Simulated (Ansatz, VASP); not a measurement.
# One calculation of ZnS, two programs

File INCAR:

```
SYSTEM = ZnS
PREC = Accurate ; ENCUT = 500
EDIFF = 1E-6 ; ISMEAR = 0
SIGMA = 0.01 ; LREAL = .FALSE.
LASPH = .TRUE. ; NELM = 120
ALGO = Normal ; ISIF = 2
LWAVE = .FALSE. ; LCHARG = .TRUE.
GGA = PE ; LELF = .TRUE.
LVHAR = .TRUE. ; NBANDS = 16
GGA_COMPAT = .FALSE.
```

The input KPOINTS:

```
regular mesh
0
G
  8 8 8
  0 0 0
```

Contents of POSCAR:

```
ZnS
1.0
    0.0000000000      2.7020000000      2.7020000000
    2.7020000000      0.0000000000      2.7020000000
    2.7020000000      2.7020000000      0.0000000000
Zn S
1 1
Direct
    0.2500000000      0.2500000000      0.2500000000
    0.0000000000      0.0000000000      0.0000000000
```

Input for Ansatz:

```yaml
crystal:
  lattice:
    - [0.0, 2.702, 2.702]
    - [2.702, 0.0, 2.702]
    - [2.702, 2.702, 0.0]
  atoms:
    - { symbol: Zn, position: [0.25, 0.25, 0.25] }
    - { symbol: S, position: [0.0, 0.0, 0.0] }
basis:
  ecutwfc: 462.593566181796
kpoints:
  mp_grid:
    grid: [8, 8, 8]
  band_path:
    path:
      - [-0.375, 0.0, 0.375]
      - [0.0, 0.0, 0.0]
      - [0.0, 0.0, 0.5]
      - [-0.5, -0.25, 0.25]
      - [-0.5, -0.5, 0.0]
    npoints: 8
hamiltonian:
  xc: pbe
  pseudopotentials:
    kind: paw
scf:
  n_extra_bands: 10
  occupations:
    method: fixed
output:
  bader: true
  eigenvalues: true
```

Alike in both runs: task single point; functional PBE; k mesh 8 × 8 × 8; no spin polarisation.

```csv
,VASP,Ansatz
version,VASP 6.6.1,Ansatz 0.2.0
potentials or method,"VASP PAW PBE potentials, release 64 (Zn, S), cutoff 500 eV","plane waves, PAW"
occupations,"gaussian, width 0.01 eV",fixed
valence electrons in the cell,18,18
```

```csv
,VASP,Ansatz,Ansatz less VASP
gap on the k mesh at the Fermi level (eV),2.11,2.11,-0.004
```
